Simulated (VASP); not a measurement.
A run of VASP 6.6.1 is set up as follows.

The input INCAR:

```
SYSTEM = W
  PREC = Accurate
  ENCUT = 520
  EDIFF = 1E-7
  ISMEAR = 0
  SIGMA = 0.1
  LREAL = .False.
  LASPH = .True.
  NELM = 100
  ALGO = Normal
  ISIF = 2
  LWAVE = .False.
  LCHARG = .True.
  LDIPOL = .True.
  IDIPOL = 3
  DIPOL = 0.5 0.5 0.276
  GGA = PE
  LELF = .True.
  LVHAR = .True.
  LVACPOTAV = .True.
  NBANDS = 96
```

File KPOINTS:

```
Automatic mesh
0
Gamma
  5 5 1
  0 0 0
```

POSCAR

```
W
1.0
    5.5140853208      0.0000000000      0.0000000000
   -1.8380284403      5.1987294965      0.0000000000
    0.0000000000      0.0000000000     22.3560050680
W
12
Direct
    0.2500000000      0.2500000000      0.1789228437
    0.2500000000      0.7500000000      0.1789228437
    0.7500000000      0.2500000000      0.1789228437
    0.7500000000      0.7500000000      0.1789228437
    0.0000000000      0.0000000000      0.2763477072
    0.0000000000      0.5000000000      0.2763477072
    0.5000000000      0.0000000000      0.2763477072
    0.5000000000      0.5000000000      0.2763477072
    0.2500000000      0.2500000000      0.3737700471
    0.2500000000      0.7500000000      0.3737700471
    0.7500000000      0.2500000000      0.3737700471
    0.7500000000      0.7500000000      0.3737700471
```

Potentials or basis: VASP PAW PBE potentials, release 64 (W_sv).

Command:

```sh
$ cat potpaw_PBE.64/W_sv/POTCAR > POTCAR
$ mpirun -np 1 vasp_std > vasp.out
```

**Question.** Predict the largest force.

**Answer.** 0.015 eV/Å.

**Question.** Estimate the band gap on the k mesh.

**Answer.** Zero (band 84 reaches 0.81 eV, above the bottom of band 85 at -0.39 eV).

Forces in eV/Å, atoms in the order of the input:
```
W    0.000  0.000 -0.015
W    0.000  0.000 -0.015
W    0.000  0.000 -0.015
W    0.000  0.000 -0.015
W    0.000  0.000  0.000
W    0.000  0.000  0.000
W    0.000  0.000  0.000
W    0.000  0.000  0.000
W    0.000  0.000  0.015
W    0.000  0.000  0.015
W    0.000  0.000  0.015
W    0.000  0.000  0.015
```

Caveat: spin-orbit coupling is left out, which moves the levels of the heavy elements.
